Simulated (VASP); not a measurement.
# Sn (I4_1/amd) in VASP: further runs

Sn is run at these levels: PBEsol; tasks: relaxation of shape and atoms at fixed volume, single point, relaxation of cell and atoms.

Everything below comes from runs of VASP 6.6.1. Logs are shortened: lines on timing, memory, paths and dates and some standing lists are left out, and cuts for length are marked.

## 1. The cell of the first run

It takes space group I4_1/amd (No. 141, tetragonal). The conventional cell has a = 5.934 Å, b = 5.934 Å, c = 3.236 Å, α = 90.00°, β = 90.00°, γ = 90.00°. Within 4.0 Å of Sn (site symmetry -4m2) lie 10 Sn at 3.08 to 3.83 Å.

## 2. Relaxation of shape and atoms at fixed volume, PBEsol (28.49 Å³/atom)

INCAR

```
SYSTEM = Sn
  PREC = Accurate
  ENCUT = 600
  EDIFF = 1E-6
  ISMEAR = 0
  SIGMA = 0.1
  LREAL = .False.
  LASPH = .True.
  NELM = 60
  ALGO = Fast
  ISIF = 4
  LWAVE = .False.
  LCHARG = .False.
  GGA = PS
  IBRION = 2
  NSW = 50
  EDIFFG = -0.01
```

KPOINTS

```
Automatic mesh
0
Gamma
  14 14 14
  0 0 0
```

POSCAR

```
Sn
1.0
   -2.9669713826      2.9669713826      1.6181109153
    2.9669713826     -2.9669713826      1.6181109153
    2.9669713826      2.9669713826     -1.6181109153
Sn
2
Direct
    0.7500000000      0.2500000000      0.5000000000
    0.0000000000      0.0000000000      0.0000000000
```

Potentials or basis: VASP PAW PBE potentials, release 64 (Sn_d).

On the command line:

```console
$ cat potpaw_PBE.64/Sn_d/POTCAR > POTCAR
$ mpirun -np 1 vasp_std > vasp.out
```

OUTCAR:

```text
SYSTEM = Sn
   PREC = Accurate
   ENCUT = 600
   EDIFF = 1E-6
   ISMEAR = 0
   LREAL = .False.
   LASPH = .True.
   NELM = 60
   ISIF = 4
   GGA = PS
   IBRION = 2
   NSW = 50
   EDIFFG = -0.01

 ion  position               nearest neighbor table
   1  0.750  0.250  0.500-   2 3.08   2 3.08   2 3.08   2 3.08
   2  0.000  0.000  0.000-   1 3.08   1 3.08   1 3.08   1 3.08

  LATTYP: Found a body centered tetragonal cell.
 ALAT       =     5.9339427652
 C/A-ratio  =     0.5453746284

  Lattice vectors:

 A1 = (  -2.9669713826,   2.9669713826,   1.6181109153)
 A2 = (   2.9669713826,  -2.9669713826,   1.6181109153)
 A3 = (   2.9669713826,   2.9669713826,  -1.6181109153)

Analysis of symmetry for initial positions (statically):
=====================================================================
 Subroutine PRICEL returns:
 Original cell was already a primitive cell.

 Routine SETGRP: Setting up the symmetry group for a
 body centered tetragonal supercell.

 Subroutine GETGRP returns: Found 16 space group operations
 (whereof  8 operations were pure point group operations)
 out of a pool of 16 trial point group operations.

The static configuration has the point symmetry D_2d.
 The point group associated with its full space group is D_4h.

Analysis of symmetry for dynamics (positions and initial velocities):
=====================================================================
 Subroutine PRICEL returns:
 Original cell was already a primitive cell.

 Routine SETGRP: Setting up the symmetry group for a
 body centered tetragonal supercell.

 Subroutine GETGRP returns: Found 16 space group operations
 (whereof  8 operations were pure point group operations)
 out of a pool of 16 trial point group operations.

The dynamic configuration has the point symmetry D_2d.
 The point group associated with its full space group is D_4h.

 Subroutine INISYM returns: Found 16 space group operations
 (whereof  8 operations are pure point group operations),
 and found     1 'primitive' translations

----------------------------------------------------------------------------------------

                                     Primitive cell

  volume of cell :      56.9764

  direct lattice vectors                    reciprocal lattice vectors
    -2.966971383  2.966971383  1.618110915     0.000000000  0.168522016  0.309002303
     2.966971383 -2.966971383  1.618110915     0.168522016  0.000000000  0.309002303
     2.966971383  2.966971383 -1.618110915     0.168522016  0.168522016  0.000000000

  length of vectors
     4.497123670  4.497123670  4.497123670     0.351968881  0.351968881  0.238326121

  position of ions in fractional coordinates (direct lattice)
     0.750000000  0.250000000  0.500000000
     0.000000000  0.000000000  0.000000000

  ion indices of the primitive-cell ions
   primitive index   ion index
                 1           1
                 2           2

----------------------------------------------------------------------------------------

 KPOINTS: Automatic mesh

Automatic generation of k-mesh.
 Grid dimensions read from file:
 generate k-points for:   14   14   14

 Generating k-lattice:

  Cartesian coordinates                     Fractional coordinates (reciprocal lattice)
     0.000000000  0.012037287  0.022071593     0.071428571  0.000000000  0.000000000
     0.012037287  0.000000000  0.022071593     0.000000000  0.071428571  0.000000000
     0.012037287  0.012037287  0.000000000     0.000000000  0.000000000  0.071428571

  Length of vectors
     0.025140634  0.025140634  0.017023294

  Shift w.r.t. Gamma in fractional coordinates (k-lattice)
     0.000000000  0.000000000  0.000000000

 Subroutine IBZKPT returns following result:
 ===========================================

 Found    244 irreducible k-points:

 Following reciprocal coordinates:
            Coordinates               Weight
  0.000000  0.000000  0.000000      1.000000
  0.071429  0.000000 -0.000000      8.000000
  0.142857  0.000000 -0.000000      8.000000
  0.214286  0.000000  0.000000      8.000000
  0.285714  0.000000  0.000000      8.000000
  0.357143 -0.000000  0.000000      8.000000
[... 16 lines left out ...]
  0.214286  0.142857  0.000000     16.000000
  0.285714  0.142857 -0.000000     16.000000
 [... further k-points ...]
   k-points           NKPTS =    244   k-points in BZ     NKDIM =    244   number of bands    NBANDS=     18
   number of dos      NEDOS =    301   number of ions     NIONS =      2
   total plane-waves  NPLWV =  46656
   dimension x,y,z NGX =    36 NGY =   36 NGZ =   36
   dimension x,y,z NGXF=    72 NGYF=   72 NGZF=   72
   ions per type =               2
   NGX,Y,Z   is equivalent  to a cutoff of  13.31, 13.31, 13.31 a.u.
   NGXF,Y,Z  is equivalent  to a cutoff of  26.62, 26.62, 26.62 a.u.
 SYSTEM =  Sn
   PREC   = accura    normal or accurate (medium, high low for compatibility)
   ISTART =      0    job   : 0-new  1-cont  2-samecut
   ICHARG =      2    charge: 1-file 2-atom 10-const
   ISPIN  =      1    spin polarized calculation?
   LNONCOLLINEAR =      F non collinear calculations
   LSORBIT =      F    spin-orbit coupling
   LASPH  =      T    aspherical Exc in radial PAW
   ENCUT  =  600.0 eV  44.10 Ry    6.64 a.u.   8.98  8.98  8.98*2*pi/ulx,y,z
   NELM   =     60;   NELMIN=  2; NELMDL= -5     # of ELM steps
   EDIFF  = 0.1E-05   stopping-criterion for ELM
   LREAL  =      F    real-space projection
   EDIFFG = -.1E-01   stopping-criterion for IOM
   NSW    =     50    number of steps for IOM
   IBRION =      2    ionic relax: 0-MD 1-quasi-New 2-CG
   NFREE  =      1    steps in history (QN), initial steepest desc. (CG)
   ISIF   =      4    stress and relaxation
   ISYM   =      2    0-nonsym 1-usesym 2-fastsym
   POTIM  = 0.5000    time-step for ionic-motion
   TEBEG  =    0.0;   TEEND  =   0.0 temperature during run
   PSTRESS=    0.0 pullay stress
   NELECT =      28.0000    total number of electrons
   NUPDOWN=      -1.0000    fix difference up-down
   EMIN   =  10.00;   EMAX   =-10.00  energy-range for DOS
   EFERMI =   0.00;   METHOD = LEGACY
   ISMEAR =     0;   SIGMA  =   0.10  broadening in eV -4-tet -1-fermi 0-gaus
   EFERMI_NEDOS =   21; number of points for ismear=-14 and -15
   IALGO  =     68    algorithm
   IMIX   =      4    mixing-type and parameters
     AMIX     =   0.40;   BMIX     =  1.00
     AMIX_MAG =   1.60;   BMIX_MAG =  1.00
  volume/ion in A,a.u.               =      28.49       192.25
  Fermi-wavevector in a.u.,A,eV,Ry     =   1.291901  2.441339 22.708229  1.669008
  Thomas-Fermi vector in A             =   2.423642
   LORBIT       =      0    0 simple, 1 ext, 2 COOP (PROOUT), +10 PAW based schemes
   GGA     = PS    functional components
   LHFCALC =     F    Hartree Fock is set to
   AEXX    =    0.0000 exact exchange contribution
   IVDW    =     0    specifies the selected vdW correction
   LEPSILON=     F    determine dielectric tensor
   LRPA    =     F    only Hartree local field effects (RPA)
 conjugate gradient relaxation of ions
 non-spin polarized calculation
 RMM-DIIS sequential band-by-band and
 Gauss-broadening in eV      SIGMA  =   0.10
  energy-cutoff  :      600.00
  volume of cell :       56.98
 maximum number of plane-waves:      1950
   NGX = 17   NGY = 17   NGZ = 17

 number of electron      27.9999991 magnetization

 Free energy of the ion-electron system (eV)
  ---------------------------------------------------
  ext. energy  EPLUGINS =         0.00000000
  ---------------------------------------------------
  free energy    TOTEN  =        -8.48887105 eV

  energy without entropy =       -8.48205020  energy(sigma->0) =       -8.48546062

 E-fermi :   7.2137     XC(G=0): -10.2251

 val. band max:        7.2136107902   @ k =   0.3571   0.2143   0.0000
 cond. band min:       7.2158870146   @ k =  -0.2857   0.2143   0.0000
 fundamental gap:      0.0022762245
 Fermi energy:         7.2136536623

 k-point     1 :       0.0000    0.0000    0.0000
  band No.  band energies     occupation
      1     -14.2580      2.00000
      2     -14.1830      2.00000
      3     -14.1449      2.00000
      4     -14.1333      2.00000
      5     -14.0063      2.00000
      6     -14.0063      2.00000
[... 10 lines left out ...]
     17      13.2085      0.00000
     18      13.7228      0.00000

 k-point     2 :       0.0714    0.0000   -0.0000
  band No.  band energies     occupation
      1     -14.2552      2.00000
      2     -14.1740      2.00000
      3     -14.1417      2.00000
      4     -14.1229      2.00000
      5     -14.0126      2.00000
      6     -14.0117      2.00000
[... 10 lines left out ...]
     17      12.9727      0.00000
     18      13.1840      0.00000

 k-point     3 :       0.1429    0.0000   -0.0000
  band No.  band energies     occupation
      1     -14.2468      2.00000
      2     -14.1499      2.00000
      3     -14.1328      2.00000
      4     -14.0971      2.00000
      5     -14.0271      2.00000
      6     -14.0190      2.00000
[... 10 lines left out ...]
     17      11.4364      0.00000
     18      12.4064      0.00000

 k-point     4 :       0.2143    0.0000    0.0000
  band No.  band energies     occupation
      1     -14.2338      2.00000
      2     -14.1201      2.00000
      3     -14.1200      2.00000
      4     -14.0749      2.00000
      5     -14.0448      2.00000
      6     -14.0149      2.00000
[... 10 lines left out ...]
     17      11.5343      0.00000
     18      11.7101      0.00000

 k-point     5 :       0.2857    0.0000    0.0000
  band No.  band energies     occupation
      1     -14.2192      2.00000
      2     -14.1075      2.00000
      3     -14.1000      2.00000
      4     -14.0773      2.00000
      5     -14.0601      2.00000
      6     -14.0252      2.00000
[... 10 lines left out ...]
     17      11.1461      0.00000
     18      11.2077      0.00000

 k-point     6 :       0.3571   -0.0000    0.0000
  band No.  band energies     occupation
      1     -14.2061      2.00000
      2     -14.1043      2.00000
      3     -14.1003      2.00000
      4     -14.0869      2.00000
      5     -14.0635      2.00000
      6     -14.0369      2.00000
[... 10 lines left out ...]
     17      10.3732      0.00000
     18      10.9355      0.00000

 k-point     7 :       0.4286    0.0000    0.0000
  band No.  band energies     occupation
      1     -14.1959      2.00000
      2     -14.1193      2.00000
      3     -14.1096      2.00000
      4     -14.0816      2.00000
      5     -14.0563      2.00000
      6     -14.0453      2.00000
[... 10 lines left out ...]
     17       9.9804      0.00000
     18      11.4011      0.00000

 k-point     8 :       0.5000    0.0000    0.0000
  band No.  band energies     occupation
      1     -14.1914      2.00000
      2     -14.1282      2.00000
      3     -14.1124      2.00000
      4     -14.0790      2.00000
      5     -14.0520      2.00000
      6     -14.0484      2.00000
[... 10 lines left out ...]
     17       9.9533      0.00000
     18      11.6786      0.00000
[... 229 lines left out ...]
     17      11.4504      0.00000
     18      11.8493      0.00000

 k-point    20 :      -0.1429    0.0714    0.0000
  band No.  band energies     occupation
      1     -14.2480      2.00000
      2     -14.1755      2.00000
      3     -14.1359      2.00000
      4     -14.1282      2.00000
      5     -14.0142      2.00000
      6     -14.0071      2.00000
[... 10 lines left out ...]
     17      12.7980      0.00000
     18      12.8530      0.00000

 k-point    21 :      -0.0714    0.0714    0.0000
  band No.  band energies     occupation
      1     -14.2543      2.00000
      2     -14.1837      2.00000
      3     -14.1419      2.00000
      4     -14.1358      2.00000
      5     -14.0081      2.00000
      6     -14.0041      2.00000
[... 10 lines left out ...]
     17      12.9457      0.00000
     18      13.7826      0.00000

 k-point    22 :       0.1429    0.1429   -0.0000
  band No.  band energies     occupation
      1     -14.2286      2.00000
      2     -14.1130      2.00000
      3     -14.0990      2.00000
      4     -14.0598      2.00000
      5     -14.0465      2.00000
      6     -14.0368      2.00000
[... 10 lines left out ...]
     17      11.3305      0.00000
     18      11.4910      0.00000

 k-point    23 :       0.2143    0.1429    0.0000
  band No.  band energies     occupation
      1     -14.2175      2.00000
      2     -14.1059      2.00000
      3     -14.0994      2.00000
      4     -14.0648      2.00000
      5     -14.0582      2.00000
      6     -14.0462      2.00000
[... 10 lines left out ...]
     17      10.6547      0.00000
     18      11.0276      0.00000

 k-point    24 :       0.2857    0.1429   -0.0000
  band No.  band energies     occupation
      1     -14.2081      2.00000
      2     -14.1154      2.00000
      3     -14.0901      2.00000
      4     -14.0835      2.00000
      5     -14.0556      2.00000
      6     -14.0500      2.00000
[... 10 lines left out ...]
     17      10.1479      0.00000
     18      11.2450      0.00000

 [... further k-points ...]
[... 5 lines left out ...]
  --------------------------------------------------------------------------------------
  -------------------------------------------------------------------------------------
  Total       -0.9966591     -0.9966591     -0.9714760      0.0000000      0.0000000      0.0000000
  in kB      -28.0260727    -28.0260727    -27.3179220      0.0000000      0.0000000      0.0000000
  external PRESSURE =     -27.7900225 kB  Pullay stress =       0.0000000 kB

 VOLUME and BASIS-vectors are now :
 -----------------------------------------------------------------------------
  energy-cutoff  :      600.00
  volume of cell :       56.98
      direct lattice vectors                 reciprocal lattice vectors
    -2.966971383  2.966971383  1.618110915     0.000000000  0.168522016  0.309002303
     2.966971383 -2.966971383  1.618110915     0.168522016  0.000000000  0.309002303
     2.966971383  2.966971383 -1.618110915     0.168522016  0.168522016  0.000000000

 POSITION                                       TOTAL-FORCE (eV/Angst)
 -----------------------------------------------------------------------------------
      0.00000      2.96697      0.80906         0.000000      0.000000      0.000000
      0.00000      0.00000      0.00000        -0.000000     -0.000000     -0.000000
 -----------------------------------------------------------------------------------
    total drift:                               -0.000000      0.000000     -0.000000

  FREE ENERGIE OF THE ION-ELECTRON SYSTEM (eV)
  ---------------------------------------------------
  free  energy   TOTEN  =        -8.4888710485 eV

  energy  without entropy=       -8.4820501962  energy(sigma->0) =       -8.48546062

 reached required accuracy - stopping structural energy minimisation
```

Wall time 3.3 min (1 thread of AMD EPYC 9R45 (Zen 5), shared host); peak memory 0.37 GiB.

What came out:

* Free energy: -8.4889 eV
* Pressure after relaxing: -2.8 GPa
* Band gap on the k mesh: zero (bands 14 and 15 overlap by 3.76 eV)

Final structure:
```
CELL_PARAMETERS angstrom
-2.96697 2.96697 1.61811
2.96697 -2.96697 1.61811
2.96697 2.96697 -1.61811
ATOMIC_POSITIONS crystal
Sn 0.75000 0.25000 0.50000
Sn 0.00000 0.00000 0.00000
```

Caveat: the relaxation stopped at its first step, so nothing moved; the PAW data sets were made with another functional, which shifts forces and pressure a little; spin-orbit coupling is left out, which moves the levels of the heavy elements.

(Continued in part 2 of 2.)
